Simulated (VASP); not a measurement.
# Rh (Fm-3m) in VASP: notebook, part 2 of 4

VASP 6.6.1.

## (3) Single point, r2SCAN+D3(BJ)

Contents of POSCAR:

```
Rh
1.0
    0.0000000000      1.8978500000      1.8978500000
    1.8978500000      0.0000000000      1.8978500000
    1.8978500000      1.8978500000      0.0000000000
Rh
1
Direct
    0.0000000000      0.0000000000      0.0000000000
```

Contents of INCAR.step1:

```
SYSTEM = Rh
  PREC = Accurate
  ENCUT = 520
  ISMEAR = 1
  SIGMA = 0.2
  LREAL = .FALSE.
  LASPH = .TRUE.
  NELM = 80
  NBANDS = 14
  ISYM = 0
  GGA = PE
  ALGO = Normal
  EDIFF = 1E-4
  LWAVE = .TRUE.
  LCHARG = .FALSE.
```

Contents of INCAR.step2:

```
SYSTEM = Rh
  PREC = Accurate
  ENCUT = 520
  EDIFF = 1E-6
  ISMEAR = 1
  SIGMA = 0.2
  LREAL = .FALSE.
  LASPH = .TRUE.
  NELM = 80
  ALGO = Normal
  ISIF = 2
  LWAVE = .FALSE.
  LCHARG = .TRUE.
  METAGGA = R2SCAN
  LMIXTAU = .TRUE.
  IVDW = 12
  VDW_S6 = 1.0
  VDW_S8 = 0.78981345
  VDW_A1 = 0.49484001
  VDW_A2 = 5.73083694
  LELF = .TRUE.
  LVHAR = .TRUE.
  NBANDS = 14
  ISYM = 0
  ISTART = 1
```

Contents of KPOINTS:

```
Automatic mesh
0
Gamma
  8 8 8
  0.5 0.5 0.5
```

Potentials or basis: VASP PAW PBE potentials, release 64 (Rh_pv).

Launch:

```
$ cat potpaw_PBE.64/Rh_pv/POTCAR > POTCAR
$ cp INCAR.step1 INCAR
$ mpirun -np 1 vasp_std > vasp.out
$ cp INCAR.step2 INCAR
$ mpirun -np 1 vasp_std > vasp.out
```

OUTCAR:

```text
SYSTEM = Rh
   PREC = Accurate
   ENCUT = 520
   EDIFF = 1E-6
   ISMEAR = 1
   LREAL = .FALSE.
   LASPH = .TRUE.
   NELM = 80
   ISIF = 2
   METAGGA = R2SCAN
   IVDW = 12
   ISYM = 0
   ISTART = 1
 IVDW          = 12

 ion  position               nearest neighbor table
   1  0.000  0.000  0.000-

IMPORTANT INFORMATION: All symmetrisations will be switched off!
NOSYMM: (Re-)initialisation of all symmetry stuff for point group C_1.

----------------------------------------------------------------------------------------

                                     Primitive cell

  volume of cell :      13.6715

  direct lattice vectors                    reciprocal lattice vectors
     0.000000000  1.897850000  1.897850000    -0.263456016  0.263456016  0.263456016
     1.897850000  0.000000000  1.897850000     0.263456016 -0.263456016  0.263456016
     1.897850000  1.897850000  0.000000000     0.263456016  0.263456016 -0.263456016

  length of vectors
     2.683965209  2.683965209  2.683965209     0.456319205  0.456319205  0.456319205

  position of ions in fractional coordinates (direct lattice)
     0.000000000  0.000000000  0.000000000

  ion indices of the primitive-cell ions
   primitive index   ion index
                 1           1

----------------------------------------------------------------------------------------

 KPOINTS: Automatic mesh

Automatic generation of k-mesh.
 Grid dimensions read from file:
 generate k-points for:    8    8    8

 Generating k-lattice:

  Cartesian coordinates                     Fractional coordinates (reciprocal lattice)
    -0.032932002  0.032932002  0.032932002     0.125000000  0.000000000  0.000000000
     0.032932002 -0.032932002  0.032932002     0.000000000  0.125000000  0.000000000
     0.032932002  0.032932002 -0.032932002     0.000000000  0.000000000  0.125000000

  Length of vectors
     0.057039901  0.057039901  0.057039901

  Shift w.r.t. Gamma in fractional coordinates (k-lattice)
     0.500000000  0.500000000  0.500000000

 Subroutine IBZKPT returns following result:
 ===========================================

 Found   1024 irreducible k-points:

 Following reciprocal coordinates:
            Coordinates               Weight
  0.062500  0.062500  0.062500      2.000000
  0.062500  0.000000  0.000000      2.000000
  0.000000  0.000000 -0.062500      2.000000
  0.000000  0.062500  0.000000      2.000000
  0.187500  0.062500  0.062500      2.000000
  0.062500  0.187500  0.062500      2.000000
[... 16 lines left out ...]
  0.000000  0.250000 -0.062500      2.000000
  0.250000  0.000000 -0.062500      2.000000
 [... further k-points ...]
   k-points           NKPTS =   1024   k-points in BZ     NKDIM =   1024   number of bands    NBANDS=     14
   number of dos      NEDOS =    301   number of ions     NIONS =      1
   total plane-waves  NPLWV =   8000
   dimension x,y,z NGX =    20 NGY =   20 NGZ =   20
   dimension x,y,z NGXF=    40 NGYF=   40 NGZF=   40
   ions per type =               1
   NGX,Y,Z   is equivalent  to a cutoff of  12.39, 12.39, 12.39 a.u.
   NGXF,Y,Z  is equivalent  to a cutoff of  24.78, 24.78, 24.78 a.u.
 SYSTEM =  Rh
   PREC   = accura    normal or accurate (medium, high low for compatibility)
   ISTART =      1    job   : 0-new  1-cont  2-samecut
   ICHARG =      0    charge: 1-file 2-atom 10-const
   ISPIN  =      1    spin polarized calculation?
   LNONCOLLINEAR =      F non collinear calculations
   LSORBIT =      F    spin-orbit coupling
   LASPH  =      T    aspherical Exc in radial PAW
   ENCUT  =  520.0 eV  38.22 Ry    6.18 a.u.   4.99  4.99  4.99*2*pi/ulx,y,z
   NELM   =     80;   NELMIN=  2; NELMDL=  0     # of ELM steps
   EDIFF  = 0.1E-05   stopping-criterion for ELM
   LREAL  =      F    real-space projection
   EDIFFG = 0.1E-04   stopping-criterion for IOM
   NSW    =      0    number of steps for IOM
   IBRION =     -1    ionic relax: 0-MD 1-quasi-New 2-CG
   NFREE  =      0    steps in history (QN), initial steepest desc. (CG)
   ISIF   =      2    stress and relaxation
   ISYM   =      0    0-nonsym 1-usesym 2-fastsym
   POTIM  = 0.5000    time-step for ionic-motion
   TEBEG  =    0.0;   TEEND  =   0.0 temperature during run
   PSTRESS=    0.0 pullay stress
   NELECT =      15.0000    total number of electrons
   NUPDOWN=      -1.0000    fix difference up-down
   EMIN   =  10.00;   EMAX   =-10.00  energy-range for DOS
   EFERMI =   0.00;   METHOD = LEGACY
   ISMEAR =     1;   SIGMA  =   0.20  broadening in eV -4-tet -1-fermi 0-gaus
   EFERMI_NEDOS =   21; number of points for ismear=-14 and -15
   IALGO  =     38    algorithm
   IMIX   =      4    mixing-type and parameters
     AMIX     =   0.40;   BMIX     =  1.00
     AMIX_MAG =   1.60;   BMIX_MAG =  1.00
  volume/ion in A,a.u.               =      13.67        92.26
  Fermi-wavevector in a.u.,A,eV,Ry     =   1.688496  3.190795 38.790465  2.851019
  Thomas-Fermi vector in A             =   2.770792
   LORBIT       =      0    0 simple, 1 ext, 2 COOP (PROOUT), +10 PAW based schemes
   METAGGA = R2SCAN    functional components
   LHFCALC =     F    Hartree Fock is set to
   AEXX    =    0.0000 exact exchange contribution
   IVDW    =    12    specifies the selected vdW correction
   LEPSILON=     F    determine dielectric tensor
   LRPA    =     F    only Hartree local field effects (RPA)
 non-spin polarized calculation
 Methfessel and Paxton  Order N= 1 SIGMA  =   0.20
  energy-cutoff  :      520.00
  volume of cell :       13.67
 maximum number of plane-waves:       375
   NGX =  9   NGY =  9   NGZ =  9

 number of electron      15.0000007 magnetization

 Free energy of the ion-electron system (eV)
  ---------------------------------------------------
  ext. energy  EPLUGINS =         0.00000000
  ---------------------------------------------------
  free energy    TOTEN  =       -24.13497269 eV

  energy without entropy =      -24.13112232  energy(sigma->0) =      -24.13368923

 E-fermi :  11.8272     XC(G=0): -15.2444

 val. band max:       11.7983595315   @ k =   0.3125   0.1875  -0.1875
 cond. band min:      11.8284168883   @ k =   0.1875   0.1875   0.3125
 fundamental gap:      0.0300573569
 Fermi energy:        11.8271961259

 k-point     1 :       0.0625    0.0625    0.0625
  band No.  band energies     occupation
      1     -35.9831      2.00000
      2     -35.9556      2.00000
      3     -35.9556      2.00000
      4       3.7825      2.00000
      5       8.5689      2.00000
      6       8.7068      2.00000
      7       8.7068      2.00000
      8      10.7282      2.00000
      9      10.7282      2.00000
     10      28.7892      0.00000
     11      29.2334      0.00000
     12      33.4499      0.00000
     13      34.5729      0.00000
     14      34.5729      0.00000

 k-point     2 :       0.0625    0.0000    0.0000
  band No.  band energies     occupation
      1     -35.9831      2.00000
      2     -35.9556      2.00000
      3     -35.9556      2.00000
      4       3.7825      2.00000
      5       8.5689      2.00000
      6       8.7068      2.00000
      7       8.7068      2.00000
      8      10.7282      2.00000
      9      10.7282      2.00000
     10      28.7892      0.00000
     11      29.2334      0.00000
     12      33.4499      0.00000
     13      34.5729      0.00000
     14      34.5729      0.00000
[... 343 lines left out ...]
      1     -36.4130      2.00000
      2     -36.0466      2.00000
      3     -36.0055      2.00000
      4       5.7139      2.00000
      5       8.5155      2.00000
      6       8.9877      2.00000
      7       9.0572      2.00000
      8      10.7404      2.00000
      9      11.6207      2.05636
     10      27.1548      0.00000
     11      29.2334      0.00000
     12      30.1843      0.00000
     13      35.6612      0.00000
     14      37.5723      0.00000

 k-point    24 :       0.2500    0.0000   -0.0625
  band No.  band energies     occupation
      1     -36.4130      2.00000
      2     -36.0466      2.00000
      3     -36.0055      2.00000
      4       5.7139      2.00000
      5       8.5155      2.00000
      6       8.9877      2.00000
      7       9.0572      2.00000
      8      10.7404      2.00000
      9      11.6207      2.05636
     10      27.1548      0.00000
     11      29.2334      0.00000
     12      30.1843      0.00000
     13      35.6612      0.00000
     14      37.5723      0.00000

 [... further k-points ...]

------------------------ aborting loop because EDIFF is reached ----------------------------------------

 Edisp (eV)   -0.30683

 E8    (eV) :    -0.1088

  FORCE on cell =-STRESS in cart. coord.  units (eV):
  Direction    XX          YY          ZZ          XY          YZ          ZX
  --------------------------------------------------------------------------------------
  -------------------------------------------------------------------------------------
  Total      -0.11537    -0.11537    -0.11537     0.00000     0.00000     0.00000
  in kB     -13.52061   -13.52061   -13.52061     0.00001     0.00000     0.00000
  external pressure =      -13.52 kB  Pullay stress =        0.00 kB

 VOLUME and BASIS-vectors are now :
 -----------------------------------------------------------------------------
  energy-cutoff  :      520.00
  volume of cell :       13.67
      direct lattice vectors                 reciprocal lattice vectors
     0.000000000  1.897850000  1.897850000    -0.263456016  0.263456016  0.263456016
     1.897850000  0.000000000  1.897850000     0.263456016 -0.263456016  0.263456016
     1.897850000  1.897850000  0.000000000     0.263456016  0.263456016 -0.263456016

 POSITION                                       TOTAL-FORCE (eV/Angst)
 -----------------------------------------------------------------------------------
      0.00000      0.00000      0.00000        -0.000000      0.000000      0.000000
 -----------------------------------------------------------------------------------
    total drift:                               -0.000000      0.000000      0.000000

  FREE ENERGIE OF THE ION-ELECTRON SYSTEM (eV)
  ---------------------------------------------------
  free  energy   TOTEN  =       -24.4417981983 eV

  energy  without entropy=      -24.4379478321  energy(sigma->0) =      -24.44051474
```

Run time: 6.3 min. Hardware: 1 thread of Intel Xeon Platinum 8488C (Sapphire Rapids), shared host; peak memory 0.28 GiB.

Results:

| Quantity | Value |
| --- | --- |
| Free energy | -24.4418 eV |
| Pressure | -1.4 GPa |
| Dispersion energy per atom | -0.307 eV |

Caveat: the PAW data sets were made with another functional, which shifts forces and pressure a little; pairwise dispersion overbinds metals, which lowers pressure and volume.

(Part 2 of 4 ends here.)
